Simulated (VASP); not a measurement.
# Cs (R-3m) in VASP: a series of runs

Runs on Cs. Level: PBEsol. Tasks: single point.

All numbers are computed with VASP 6.6.1; they aren't measurements. Logs are shortened: lines on timing, memory, paths and dates and some standing lists are left out, and cuts for length are marked.

## 1. The cell of the first run

The structure is trigonal, space group R-3m (No. 166). The conventional cell has a = 4.432 Å, b = 4.432 Å, c = 21.712 Å, α = 90.00°, β = 90.00°, γ = 120.00°. Cs (site symmetry -3m) has 6 Cs at 4.43 Å within 5.8 Å.

## 2. Single point, PBEsol

Input file INCAR:

```
  PREC = Accurate
  ENCUT = 520
  EDIFF = 1E-6
  ISMEAR = 0
  SIGMA = 0.15
  LREAL = False
  LASPH = True
  NELM = 80
  ALGO = Fast
  ISIF = 2
  LWAVE = False
  LCHARG = True
  GGA = PS
  LELF = True
  LVHAR = True
  NBANDS = 10
```

Input file KPOINTS:

```
regular mesh
0
Gamma
  12 12 12
```

Input file POSCAR:

```
Cs
1.0
    2.0891974357      5.2229935893      5.2229935893
    5.2229935893      2.0891974357      5.2229935893
    5.2229935893      5.2229935893      2.0891974357
Cs
1
Direct
    0.0000000000      0.0000000000      0.0000000000
```

Potentials or basis: VASP PAW PBE potentials, release 64 (Cs_sv).

Command:

```sh
cat potpaw_PBE.64/Cs_sv/POTCAR > POTCAR
mpirun -np 1 vasp_std > vasp.out
```

OUTCAR:

```text
PREC = Accurate
   ENCUT = 520
   EDIFF = 1E-6
   ISMEAR = 0
   LREAL = False
   LASPH = True
   NELM = 80
   ISIF = 2
   GGA = PS

 ion  position               nearest neighbor table
   1  0.000  0.000  0.000-

  LATTYP: Found a trigonal (rhomboedric) cell.
 ALAT       =     7.6762015342
 COS(alpha) =     0.8333333333

  Lattice vectors:

 A1 = (   2.0891974357,   5.2229935893,   5.2229935893)
 A2 = (   5.2229935893,   2.0891974357,   5.2229935893)
 A3 = (   5.2229935893,   5.2229935893,   2.0891974357)

Analysis of symmetry for initial positions (statically):
=====================================================================
 Subroutine PRICEL returns:
 Original cell was already a primitive cell.

 Routine SETGRP: Setting up the symmetry group for a
 trigonal (rhombohedral) supercell.

 Subroutine GETGRP returns: Found 12 space group operations
 (whereof 12 operations were pure point group operations)
 out of a pool of 12 trial point group operations.

The static configuration has the point symmetry D_3d.

Analysis of symmetry for dynamics (positions and initial velocities):
=====================================================================
 Subroutine PRICEL returns:
 Original cell was already a primitive cell.

 Routine SETGRP: Setting up the symmetry group for a
 trigonal (rhombohedral) supercell.

 Subroutine GETGRP returns: Found 12 space group operations
 (whereof 12 operations were pure point group operations)
 out of a pool of 12 trial point group operations.

The dynamic configuration has the point symmetry D_3d.

 Subroutine INISYM returns: Found 12 space group operations
 (whereof 12 operations are pure point group operations),
 and found     1 'primitive' translations

----------------------------------------------------------------------------------------

                                     Primitive cell

  volume of cell :     123.1040

  direct lattice vectors                    reciprocal lattice vectors
     2.089197436  5.222993589  5.222993589    -0.186142718  0.132959084  0.132959084
     5.222993589  2.089197436  5.222993589     0.132959084 -0.186142718  0.132959084
     5.222993589  5.222993589  2.089197436     0.132959084  0.132959084 -0.186142718

  length of vectors
     7.676201534  7.676201534  7.676201534     0.264585237  0.264585237  0.264585237

  position of ions in fractional coordinates (direct lattice)
     0.000000000  0.000000000  0.000000000
[... 81 lines left out ...]
   NFREE  =      0    steps in history (QN), initial steepest desc. (CG)
   ISIF   =      2    stress and relaxation
   ISYM   =      2    0-nonsym 1-usesym 2-fastsym
   POTIM  = 0.5000    time-step for ionic-motion
   TEBEG  =    0.0;   TEEND  =   0.0 temperature during run
   PSTRESS=    0.0 pullay stress
   NELECT =       9.0000    total number of electrons
   NUPDOWN=      -1.0000    fix difference up-down
   EMIN   =  10.00;   EMAX   =-10.00  energy-range for DOS
   EFERMI =   0.00;   METHOD = LEGACY
   ISMEAR =     0;   SIGMA  =   0.15  broadening in eV -4-tet -1-fermi 0-gaus
   EFERMI_NEDOS =   21; number of points for ismear=-14 and -15
   IALGO  =     68    algorithm
   IMIX   =      4    mixing-type and parameters
     AMIX     =   0.40;   BMIX     =  1.00
     AMIX_MAG =   1.60;   BMIX_MAG =  1.00
  volume/ion in A,a.u.               =     123.10       830.75
  Fermi-wavevector in a.u.,A,eV,Ry     =   0.684539  1.293591  6.375605  0.468594
  Thomas-Fermi vector in A             =   1.764221
   LORBIT       =      0    0 simple, 1 ext, 2 COOP (PROOUT), +10 PAW based schemes
   GGA     = PS    functional components
   LHFCALC =     F    Hartree Fock is set to
   AEXX    =    0.0000 exact exchange contribution
   IVDW    =     0    specifies the selected vdW correction
   LEPSILON=     F    determine dielectric tensor
   LRPA    =     F    only Hartree local field effects (RPA)
 non-spin polarized calculation
 RMM-DIIS sequential band-by-band and
 Gauss-broadening in eV      SIGMA  =   0.15
  energy-cutoff  :      520.00
  volume of cell :      123.10
 maximum number of plane-waves:      3342
 NGX is ok and might be reduce to    60

 number of electron       9.0000001 magnetization

 Free energy of the ion-electron system (eV)
  ---------------------------------------------------
  ext. energy  EPLUGINS =         0.00000000
  ---------------------------------------------------
  free energy    TOTEN  =        -0.59144379 eV

  energy without entropy =       -0.56926709  energy(sigma->0) =       -0.58035544

 E-fermi :   0.3342     XC(G=0):  -5.1225

 val. band max:        0.3316924818   @ k =  -0.2500  -0.3333   0.0833
 cond. band min:       0.3456409494   @ k =  -0.4167   0.5000   0.4167
 fundamental gap:      0.0139484676
 Fermi energy:         0.3341811833

 k-point     1 :       0.0000    0.0000    0.0000
  band No.  band energies     occupation
      1     -23.8311      2.00000
      2     -10.6558      2.00000
      3     -10.2986      2.00000
      4     -10.2986      2.00000
      5      -1.3817      2.00000
      6       0.7949      0.00001
      7       2.1810      0.00000
      8       2.9821      0.00000
      9       2.9821      0.00000
     10       4.9214      0.00000
[... 287 lines left out ...]
 k-point    24 :      -0.4167    0.1667   -0.0000
  band No.  band energies     occupation
      1     -23.7652      2.00000
      2     -10.9317      2.00000
      3     -10.5730      2.00000
      4     -10.5346      2.00000
      5       0.8414      0.00000
      6       1.3420      0.00000
      7       1.9751      0.00000
      8       2.6073      0.00000
      9       2.8433      0.00000
     10       4.1994      0.00000

 [... further k-points ...]

------------------------ aborting loop because EDIFF is reached ----------------------------------------

  FORCE on cell =-STRESS in cart. coord.  units (eV):
  Direction    XX          YY          ZZ          XY          YZ          ZX
  --------------------------------------------------------------------------------------
  -------------------------------------------------------------------------------------
  Total        0.5824842      0.5824842      0.5824842     -0.4815688     -0.4815688     -0.4815688
  in kB        7.5809305      7.5809305      7.5809305     -6.2675342     -6.2675342     -6.2675342
  external PRESSURE =       7.5809305 kB  Pullay stress =       0.0000000 kB

 VOLUME and BASIS-vectors are now :
 -----------------------------------------------------------------------------
  energy-cutoff  :      520.00
  volume of cell :      123.10
      direct lattice vectors                 reciprocal lattice vectors
     2.089197436  5.222993589  5.222993589    -0.186142718  0.132959084  0.132959084
     5.222993589  2.089197436  5.222993589     0.132959084 -0.186142718  0.132959084
     5.222993589  5.222993589  2.089197436     0.132959084  0.132959084 -0.186142718

 POSITION                                       TOTAL-FORCE (eV/Angst)
 -----------------------------------------------------------------------------------
      0.00000      0.00000      0.00000         0.000000     -0.000000     -0.000000
 -----------------------------------------------------------------------------------
    total drift:                               -0.000000     -0.000000     -0.000000

  FREE ENERGIE OF THE ION-ELECTRON SYSTEM (eV)
  ---------------------------------------------------
  free  energy   TOTEN  =        -0.5914437915 eV

  energy  without entropy=       -0.5692670927  energy(sigma->0) =       -0.58035544
```

OSZICAR:

```text
N       E                     dE             d eps       ncg     rms          rms(c)
DAV:   1     0.564092372544E+02    0.56409E+02   -0.28657E+03  3780   0.620E+02
DAV:   2     0.558443433223E+01   -0.50825E+02   -0.49529E+02  5016   0.107E+02
DAV:   3    -0.506844675354E+00   -0.60913E+01   -0.60780E+01  4352   0.432E+01
DAV:   4    -0.602022759087E+00   -0.95178E-01   -0.95144E-01  4874   0.656E+00
DAV:   5    -0.602543744925E+00   -0.52099E-03   -0.52094E-03  5212   0.439E-01    0.388E-01
RMM:   6    -0.595008688284E+00    0.75351E-02   -0.37577E-03  3945   0.351E-01    0.241E-01
RMM:   7    -0.591330592894E+00    0.36781E-02   -0.11107E-02  4335   0.590E-01    0.562E-02
RMM:   8    -0.591446188222E+00   -0.11560E-03   -0.66128E-04  5568   0.142E-01    0.211E-02
RMM:   9    -0.591443746006E+00    0.24422E-05   -0.13320E-04  5606   0.521E-02    0.584E-03
RMM:  10    -0.591442392107E+00    0.13539E-05   -0.21535E-05  5828   0.217E-02    0.268E-03
RMM:  11    -0.591443627764E+00   -0.12357E-05   -0.48276E-06  4315   0.973E-03    0.612E-04
RMM:  12    -0.591443791457E+00   -0.16369E-06   -0.15120E-06  4753   0.376E-03
   1 F= -.59144379E+00 E0= -.58035544E+00  d E =-.221767E-01
```

stdout:

```text
POSCAR found type information on POSCAR Cs
 POSCAR found :  1 types and       1 ions
 scaLAPACK will be used
 -----------------------------------------------------------------------------
|                                                                             |
|                                                                             |
|     You enforced a specific xc type in the INCAR file but a different       |
|     I HOPE YOU KNOW WHAT YOU ARE DOING!                                     |
|                                                                             |
 -----------------------------------------------------------------------------

 LDA part: xc-table for (Slater+PW92), standard interpolation
 POSCAR, INCAR and KPOINTS ok, starting setup
 FFT: planning ... GRIDC
 FFT: planning ... GRID_SOFT
 FFT: planning ... GRID
 WAVECAR not read
 entering main loop
```

Run time: 11 min. Hardware: 1 thread of Oxide Virtual Turin-like, shared host; peak memory 0.58 GiB.

Results:

```yaml
Free_energy: -0.5914 eV
Pressure: 0.8 GPa
Band_gap_on_the_k_mesh: zero (an odd number of electrons rules out a gap without spin polarisation)
```

Levels at points of the mesh, in eV from the Fermi level:
| k point | band 1 | band 2 | band 3 | band 4 | band 5 | band 6 | band 7 | band 8 | band 9 | band 10 |
| --- | --- | --- | --- | --- | --- | --- | --- | --- | --- | --- |
| (0.00, 0.00, 0.00) | -24.17 | -10.99 | -10.63 | -10.63 | -1.72 | 0.46 | 1.85 | 2.65 | 2.65 | 4.59 |
| (0.50, 0.00, 0.00) | -24.10 | -11.32 | -10.88 | -10.79 | 0.02 | 0.83 | 1.69 | 2.13 | 3.66 | 3.67 |
| (0.50, 0.50, 0.00) | -24.10 | -11.32 | -10.88 | -10.79 | 0.06 | 0.62 | 1.95 | 2.62 | 2.97 | 3.81 |
| (0.50, 0.50, 0.50) | -24.17 | -10.99 | -10.63 | -10.63 | -1.39 | -0.10 | 1.89 | 2.64 | 2.64 | 4.62 |

Caveat: the PAW data sets were made with another functional, which shifts forces and pressure a little; spin-orbit coupling is left out, which moves the levels of the heavy elements.

## 3. Single point, PBEsol

This run uses another cell than the first one, of the same volume but with other edges.

Input file INCAR:

```
SYSTEM = Cs
  PREC = Accurate
  ENCUT = 520
  EDIFF = 1E-6
  ISMEAR = 0
  SIGMA = 0.15
  LREAL = .FALSE.
  LASPH = .TRUE.
  NELM = 80
  ALGO = Fast
  ISIF = 2
  LWAVE = .FALSE.
  LCHARG = .TRUE.
  GGA = PS
  LELF = .TRUE.
  LVHAR = .TRUE.
  NBANDS = 10
```

Input file KPOINTS:

```
regular mesh
0
G
  12 12 12
  0 0 0
```

Input file POSCAR:

```
Cs
1.0
   -0.8556602641      3.5701686883      3.5701686883
    3.5701686883     -0.8556602641      3.5701686883
    3.5701686883      3.5701686883     -0.8556602641
Cs
1
Direct
    0.0000000000      0.0000000000      0.0000000000
```

Potentials or basis: VASP PAW PBE potentials, release 64 (Cs_sv).

Command:

```sh
cat potpaw_PBE.64/Cs_sv/POTCAR > POTCAR
mpirun -np 1 vasp_std > vasp.out
```

It took 2.6 min on 1 thread of Oxide Virtual Turin-like, shared host; peak memory 0.35 GiB.

Results (log left out):

| Quantity | Value |
| --- | --- |
| Free energy | -0.8931 eV |
| Pressure | -0.1 GPa |
| Band gap on the k mesh | zero (an odd number of electrons rules out a gap without spin polarisation) |

Stress tensor (GPa, compression positive):
```
-0.13  0.13  0.13
 0.13 -0.13  0.13
 0.13  0.13 -0.13
```

Levels at points of the mesh, in eV from the Fermi level:
| k point | band 3 | band 4 | band 5 | band 6 | band 7 | band 8 |
| --- | --- | --- | --- | --- | --- | --- |
| (0.00, 0.00, 0.00) | -10.68 | -10.66 | -1.62 | 1.68 | 1.68 | 3.64 |
| (0.50, 0.00, 0.00) | -10.68 | -10.67 | -0.17 | 0.50 | 1.80 | 3.34 |
| (0.50, 0.50, 0.00) | -10.77 | -10.67 | 0.35 | 1.07 | 1.48 | 2.84 |
| (0.50, 0.50, 0.50) | -10.75 | -10.75 | 0.49 | 1.64 | 1.64 | 1.83 |

Caveat: the PAW data sets were made with another functional, which shifts forces and pressure a little; spin-orbit coupling is left out, which moves the levels of the heavy elements.

The gap in the log of VASP goes by the Fermi energy; the results here count the filled bands.